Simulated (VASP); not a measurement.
# SiC5 (P3m1) in VASP: further runs

SiC5 is run at these levels: PBE; tasks: single point, relaxation of cell and atoms.

Program: VASP 6.6.1. These are calculated values, not measurements. Logs are shortened: lines on timing, memory, paths and dates and some standing lists are left out, and cuts for length are marked.

## Step 1: The cell of the first run

The structure is trigonal, space group P3m1 (No. 156). The conventional cell has a = 2.733 Å, b = 2.733 Å, c = 6.779 Å, α = 90.00°, β = 90.00°, γ = 120.00°. Within 2.3 Å of Si (site symmetry 3m) lie 4 C at 1.76 to 1.91 Å. C (site symmetry 3m) has 4 C at 1.53 to 1.66 Å within 2.0 Å. C (site symmetry 3m) has 4 C at 1.53 to 1.66 Å within 2.0 Å. C (site symmetry 3m) has 3 C at 1.66 Å and 1 Si at 1.91 Å within 2.2 Å. Within 2.0 Å of C (site symmetry 3m) lie 4 C at 1.53 to 1.66 Å. C (site symmetry 3m) has 1 C at 1.53 Å and 3 Si at 1.76 Å within 2.0 Å.

## Step 2: Single point, PBE

INCAR

```
SYSTEM = SiC5
ALGO = Normal
EDIFF = 1E-6
ENCUT = 520
GGA = PE
ISIF = 2
ISMEAR = 0
LASPH = .True.
LCHARG = .True.
LELF = .True.
LREAL = .False.
LVHAR = .True.
LWAVE = .False.
NBANDS = 21
NELM = 80
PREC = Accurate
SIGMA = 0.2
```

KPOINTS

```
k-points
0
Gamma
  6 6 2
  0 0 0
```

POSCAR

```
SiC5
1.0
    2.7333897589      0.0000000025      0.0000000000
   -1.3666948817      2.3671849684      0.0000000000
    0.0000000000      0.0000000000      6.7789425045
Si C
1 5
Direct
    0.0000000000      0.0000000000     -0.0062182122
    0.3333333333      0.6666666667      0.3506354207
    0.3333333333      0.6666666667      0.5769697150
    0.0000000000      0.0000000000      0.2756165938
    0.6666666667      0.3333333333      0.6533786834
    0.6666666667      0.3333333333      0.8796177993
```

Potentials or basis: VASP PAW PBE potentials, release 64 (Si, C).

On the command line:

```bash
cat potpaw_PBE.64/Si/POTCAR potpaw_PBE.64/C/POTCAR > POTCAR
mpirun -np 1 vasp_std > vasp.out
```

OUTCAR:

```text
SYSTEM = SiC5
   EDIFF = 1E-6
   ENCUT = 520
   GGA = PE
   ISIF = 2
   ISMEAR = 0
   LASPH = .True.
   LREAL = .False.
   NELM = 80
   PREC = Accurate

 ion  position               nearest neighbor table
   1  0.000  0.000  0.994-   6 1.76   6 1.76   6 1.76   4 1.91
   2  0.333  0.667  0.351-   3 1.53   4 1.66   4 1.66   4 1.66
   3  0.333  0.667  0.577-   2 1.53   5 1.66   5 1.66   5 1.66
   4  0.000  0.000  0.276-   2 1.66   2 1.66   2 1.66   1 1.91
   5  0.667  0.333  0.653-   6 1.53   3 1.66   3 1.66   3 1.66
   6  0.667  0.333  0.880-   5 1.53   1 1.76   1 1.76   1 1.76

  LATTYP: Found a hexagonal cell.
 ALAT       =     2.7333897589
 C/A-ratio  =     2.4800497194

  Lattice vectors:

 A1 = (   2.7333897589,   0.0000000025,   0.0000000000)
 A2 = (  -1.3666948817,   2.3671849684,   0.0000000000)
 A3 = (   0.0000000000,   0.0000000000,   6.7789425045)

Analysis of symmetry for initial positions (statically):
=====================================================================
 Subroutine PRICEL returns:
 Original cell was already a primitive cell.

 Routine SETGRP: Setting up the symmetry group for a
 hexagonal supercell.

 Subroutine GETGRP returns: Found  6 space group operations
 (whereof  6 operations were pure point group operations)
 out of a pool of 24 trial point group operations.

The static configuration has the point symmetry C_3v.

Analysis of symmetry for dynamics (positions and initial velocities):
=====================================================================
 Subroutine PRICEL returns:
 Original cell was already a primitive cell.

 Routine SETGRP: Setting up the symmetry group for a
 hexagonal supercell.

 Subroutine GETGRP returns: Found  6 space group operations
 (whereof  6 operations were pure point group operations)
 out of a pool of 24 trial point group operations.

The dynamic configuration has the point symmetry C_3v.

 Subroutine INISYM returns: Found  6 space group operations
 (whereof  6 operations are pure point group operations),
 and found     1 'primitive' translations

----------------------------------------------------------------------------------------

                                     Primitive cell

  volume of cell :      43.8627

  direct lattice vectors                    reciprocal lattice vectors
     2.733389759  0.000000003  0.000000000     0.365846106  0.211221348  0.000000000
    -1.366694882  2.367184968  0.000000000    -0.000000000  0.422442696  0.000000000
     0.000000000  0.000000000  6.778942504     0.000000000  0.000000000  0.147515634

  length of vectors
     2.733389759  2.733389759  6.778942504     0.422442696  0.422442696  0.147515634

  position of ions in fractional coordinates (direct lattice)
     0.000000000  0.000000000  0.993781788
     0.333333333  0.666666667  0.350635421
     0.333333333  0.666666667  0.576969715
     0.000000000  0.000000000  0.275616594
     0.666666667  0.333333333  0.653378683
     0.666666667  0.333333333  0.879617799

  ion indices of the primitive-cell ions
   primitive index   ion index
                 1           1
                 2           2
                 3           3
                 4           4
                 5           5
                 6           6

----------------------------------------------------------------------------------------

 KPOINTS: k-points

Automatic generation of k-mesh.
 Grid dimensions read from file:
 generate k-points for:    6    6    2

 Generating k-lattice:

  Cartesian coordinates                     Fractional coordinates (reciprocal lattice)
     0.060974351  0.035203558  0.000000000     0.166666667  0.000000000  0.000000000
    -0.000000000  0.070407116  0.000000000     0.000000000  0.166666667  0.000000000
     0.000000000  0.000000000  0.073757817     0.000000000  0.000000000  0.500000000

  Length of vectors
     0.070407116  0.070407116  0.073757817

  Shift w.r.t. Gamma in fractional coordinates (k-lattice)
     0.000000000  0.000000000  0.000000000

 Subroutine IBZKPT returns following result:
 ===========================================

 Found     14 irreducible k-points:

 Following reciprocal coordinates:
            Coordinates               Weight
  0.000000  0.000000  0.000000      1.000000
  0.166667 -0.000000  0.000000      6.000000
  0.333333  0.000000  0.000000      6.000000
  0.500000  0.000000  0.000000      3.000000
  0.166667  0.166667  0.000000      6.000000
  0.333333  0.166667  0.000000     12.000000
  0.333333  0.333333  0.000000      2.000000
  0.000000  0.000000  0.500000      1.000000
  0.166667 -0.000000  0.500000      6.000000
  0.333333  0.000000  0.500000      6.000000
  0.500000  0.000000  0.500000      3.000000
  0.166667  0.166667  0.500000      6.000000
  0.333333  0.166667  0.500000     12.000000
  0.333333  0.333333  0.500000      2.000000
   k-points           NKPTS =     14   k-points in BZ     NKDIM =     14   number of bands    NBANDS=     21
   number of dos      NEDOS =    301   number of ions     NIONS =      6
   total plane-waves  NPLWV =  20000
   dimension x,y,z NGX =    20 NGY =   20 NGZ =   50
   dimension x,y,z NGXF=    40 NGYF=   40 NGZF=  100
   ions per type =               1   5
   NGX,Y,Z   is equivalent  to a cutoff of  12.16, 12.16, 12.26 a.u.
   NGXF,Y,Z  is equivalent  to a cutoff of  24.33, 24.33, 24.52 a.u.
 SYSTEM =  SiC5
   PREC   = accura    normal or accurate (medium, high low for compatibility)
   ISTART =      0    job   : 0-new  1-cont  2-samecut
   ICHARG =      2    charge: 1-file 2-atom 10-const
   ISPIN  =      1    spin polarized calculation?
   LNONCOLLINEAR =      F non collinear calculations
   LSORBIT =      F    spin-orbit coupling
   LASPH  =      T    aspherical Exc in radial PAW
   ENCUT  =  520.0 eV  38.22 Ry    6.18 a.u.   5.08  5.08 12.60*2*pi/ulx,y,z
   NELM   =     80;   NELMIN=  2; NELMDL= -5     # of ELM steps
   EDIFF  = 0.1E-05   stopping-criterion for ELM
   LREAL  =      F    real-space projection
   EDIFFG = 0.1E-04   stopping-criterion for IOM
   NSW    =      0    number of steps for IOM
   IBRION =     -1    ionic relax: 0-MD 1-quasi-New 2-CG
   NFREE  =      0    steps in history (QN), initial steepest desc. (CG)
   ISIF   =      2    stress and relaxation
   ISYM   =      2    0-nonsym 1-usesym 2-fastsym
   POTIM  = 0.5000    time-step for ionic-motion
   TEBEG  =    0.0;   TEEND  =   0.0 temperature during run
   PSTRESS=    0.0 pullay stress
   NELECT =      24.0000    total number of electrons
   NUPDOWN=      -1.0000    fix difference up-down
   EMIN   =  10.00;   EMAX   =-10.00  energy-range for DOS
   EFERMI =   0.00;   METHOD = LEGACY
   ISMEAR =     0;   SIGMA  =   0.20  broadening in eV -4-tet -1-fermi 0-gaus
   EFERMI_NEDOS =   21; number of points for ismear=-14 and -15
   IALGO  =     38    algorithm
   IMIX   =      4    mixing-type and parameters
     AMIX     =   0.40;   BMIX     =  1.00
     AMIX_MAG =   1.60;   BMIX_MAG =  1.00
  volume/ion in A,a.u.               =       7.31        49.33
  Fermi-wavevector in a.u.,A,eV,Ry     =   1.338998  2.530340 24.394107  1.792916
  Thomas-Fermi vector in A             =   2.467425
   LORBIT       =      0    0 simple, 1 ext, 2 COOP (PROOUT), +10 PAW based schemes
   GGA     = PE    functional components
   LHFCALC =     F    Hartree Fock is set to
   AEXX    =    0.0000 exact exchange contribution
   IVDW    =     0    specifies the selected vdW correction
   LEPSILON=     F    determine dielectric tensor
   LRPA    =     F    only Hartree local field effects (RPA)
 non-spin polarized calculation
 Gauss-broadening in eV      SIGMA  =   0.20
  energy-cutoff  :      520.00
  volume of cell :       43.86
 maximum number of plane-waves:      1191
   NGX = 11   NGY = 11   NGZ = 25

 number of electron      24.0000002 magnetization

 Free energy of the ion-electron system (eV)
  ---------------------------------------------------
  ext. energy  EPLUGINS =         0.00000000
  ---------------------------------------------------
  free energy    TOTEN  =       -48.51840890 eV

  energy without entropy =      -48.51840840  energy(sigma->0) =      -48.51840865

 E-fermi :  10.4454     XC(G=0): -12.3526

 val. band max:        9.8301828618   @ k =   0.0000   0.0000   0.0000
 cond. band min:      11.0727882424   @ k =   0.5000   0.0000   0.0000
 fundamental gap:      1.2426053807
 Fermi energy:        10.4453929531

 k-point     1 :       0.0000    0.0000    0.0000
  band No.  band energies     occupation
      1     -10.2046      2.00000
      2      -7.7640      2.00000
      3      -6.6595      2.00000
      4      -0.1052      2.00000
      5       1.2873      2.00000
      6       6.1598      2.00000
[... 13 lines left out ...]
     20      18.6482      0.00000
     21      19.2590      0.00000

 k-point     2 :       0.1667   -0.0000    0.0000
  band No.  band energies     occupation
      1      -9.6297      2.00000
      2      -7.2176      2.00000
      3      -6.0650      2.00000
      4       0.2087      2.00000
      5       1.6683      2.00000
      6       3.7427      2.00000
[... 13 lines left out ...]
     20      17.8620      0.00000
     21      19.5124      0.00000

 k-point     3 :       0.3333    0.0000    0.0000
  band No.  band energies     occupation
      1      -7.9611      2.00000
      2      -5.6915      2.00000
      3      -4.3906      2.00000
      4      -0.8241      2.00000
      5       0.7025      2.00000
      6       2.0725      2.00000
[... 13 lines left out ...]
     20      19.3030      0.00000
     21      20.2006      0.00000

 k-point     4 :       0.5000    0.0000    0.0000
  band No.  band energies     occupation
      1      -5.9323      2.00000
      2      -5.0097      2.00000
      3      -2.8812      2.00000
      4      -2.0557      2.00000
      5      -1.4988      2.00000
      6      -0.1238      2.00000
[... 13 lines left out ...]
     20      19.8564      0.00000
     21      20.1541      0.00000

 k-point     5 :       0.1667    0.1667    0.0000
  band No.  band energies     occupation
      1      -8.5047      2.00000
      2      -6.1677      2.00000
      3      -4.9202      2.00000
      4       0.1324      2.00000
      5       1.6821      2.00000
      6       2.3328      2.00000
[... 13 lines left out ...]
     20      18.8432      0.00000
     21      19.6363      0.00000

 k-point     6 :       0.3333    0.1667    0.0000
  band No.  band energies     occupation
      1      -6.4282      2.00000
      2      -4.5778      2.00000
      3      -3.1652      2.00000
      4      -1.6944      2.00000
      5      -0.6693      2.00000
      6       1.1485      2.00000
[... 13 lines left out ...]
     20      19.9955      0.00000
     21      20.3073      0.00000

 k-point     7 :       0.3333    0.3333    0.0000
  band No.  band energies     occupation
      1      -4.7835      2.00000
      2      -4.3080      2.00000
      3      -3.0280      2.00000
      4      -1.1260      2.00000
      5      -0.8683      2.00000
      6       0.7790      2.00000
[... 13 lines left out ...]
     20      20.5709      0.00000
     21      21.1860      0.00000
[... 51 lines left out ...]
      1      -7.7834      2.00000
      2      -6.4554      2.00000
      3      -2.9864      2.00000
      4      -1.5816      2.00000
      5       0.2744      2.00000
      6       1.3954      2.00000
[... 13 lines left out ...]
     20      20.0786      0.00000
     21      20.2734      0.00000

 k-point    11 :       0.5000    0.0000    0.5000
  band No.  band energies     occupation
      1      -5.8903      2.00000
      2      -4.8750      2.00000
      3      -3.5776      2.00000
      4      -2.3248      2.00000
      5      -0.5300      2.00000
      6       1.0380      2.00000
[... 13 lines left out ...]
     20      21.1203      0.00000
     21      21.1549      0.00000

 k-point    12 :       0.1667    0.1667    0.5000
  band No.  band energies     occupation
      1      -8.3155      2.00000
      2      -6.9961      2.00000
      3      -3.3971      2.00000
      4      -1.5268      2.00000
      5       1.6677      2.00000
      6       2.1555      2.00000
[... 13 lines left out ...]
     20      19.0501      0.00000
     21      19.1389      0.00000

 k-point    13 :       0.3333    0.1667    0.5000
  band No.  band energies     occupation
      1      -6.2945      2.00000
      2      -5.0224      2.00000
      3      -2.8060      2.00000
      4      -1.5309      2.00000
      5      -0.7208      2.00000
      6       1.4110      2.00000
[... 13 lines left out ...]
     20      19.6685      0.00000
     21      20.1385      0.00000

 k-point    14 :       0.3333    0.3333    0.5000
  band No.  band energies     occupation
      1      -4.7620      2.00000
      2      -4.2728      2.00000
      3      -2.9760      2.00000
      4      -1.3566      2.00000
      5      -1.2687      2.00000
      6       0.1376      2.00000
[... 13 lines left out ...]
     20      19.6148      0.00000
     21      19.6442      0.00000

------------------------ aborting loop because EDIFF is reached ----------------------------------------

  FORCE on cell =-STRESS in cart. coord.  units (eV):
  Direction    XX          YY          ZZ          XY          YZ          ZX
  --------------------------------------------------------------------------------------
  -------------------------------------------------------------------------------------
  Total       -0.0785805     -0.0785805     -0.0945598      0.0000000      0.0000000     -0.0000000
  in kB       -2.8703159     -2.8703159     -3.4539910      0.0000000      0.0000000     -0.0000000
  external PRESSURE =      -3.0648742 kB  Pullay stress =       0.0000000 kB

 VOLUME and BASIS-vectors are now :
 -----------------------------------------------------------------------------
  energy-cutoff  :      520.00
  volume of cell :       43.86
      direct lattice vectors                 reciprocal lattice vectors
     2.733389759  0.000000003  0.000000000     0.365846106  0.211221348  0.000000000
    -1.366694882  2.367184968  0.000000000    -0.000000000  0.422442696  0.000000000
     0.000000000  0.000000000  6.778942504     0.000000000  0.000000000  0.147515634

 POSITION                                       TOTAL-FORCE (eV/Angst)
 -----------------------------------------------------------------------------------
      0.00000      0.00000      6.73679         0.000000      0.000000     -0.015885
     -0.00000      1.57812      2.37694         0.000000     -0.000000     -0.020920
     -0.00000      1.57812      3.91124        -0.000000      0.000000      0.022050
      0.00000      0.00000      1.86839         0.000000     -0.000000     -0.028153
      1.36669      0.78906      4.42922         0.000000      0.000000     -0.006007
      1.36669      0.78906      5.96288        -0.000000     -0.000000      0.048914
 -----------------------------------------------------------------------------------
    total drift:                               -0.000000      0.000000     -0.000219

  FREE ENERGIE OF THE ION-ELECTRON SYSTEM (eV)
  ---------------------------------------------------
  free  energy   TOTEN  =       -48.5184088989 eV

  energy  without entropy=      -48.5184084023  energy(sigma->0) =      -48.51840865
```

Wall time 11 s (1 thread of Intel Xeon 6975P-C, shared host); peak memory 0.15 GiB.

What came out:

| Property | Result |
| --- | --- |
| Free energy | -48.5184 eV |
| Pressure | -0.3 GPa |
| Largest force | 0.049 eV/Å |
| Band gap on the k mesh | 1.24 eV, indirect (least direct gap 3.46 eV) |

Forces on the atoms (eV/Å):
```
Si   0.000  0.000 -0.016
C    0.000  0.000 -0.021
C    0.000  0.000  0.022
C    0.000  0.000 -0.028
C    0.000  0.000 -0.006
C    0.000  0.000  0.049
```

Levels at points of the mesh, in eV from the valence-band top:
```tsv
k point	band 10	band 11	band 12	band 13	band 14	band 15
(0.00, 0.00, 0.00)	-1.46	0.00	0.00	4.02	4.23	4.23
(0.50, 0.00, 0.00)	-4.57	-4.53	-2.22	1.24	2.81	4.59
(0.00, 0.00, 0.50)	-2.33	-0.13	-0.13	4.22	4.55	4.55
(0.50, 0.00, 0.50)	-4.81	-3.22	-1.92	2.26	3.05	3.68
```

Caveat: the k points lie up to 0.46 Å⁻¹ apart. A k mesh can miss the band edges.

[end of part 1 of 2]
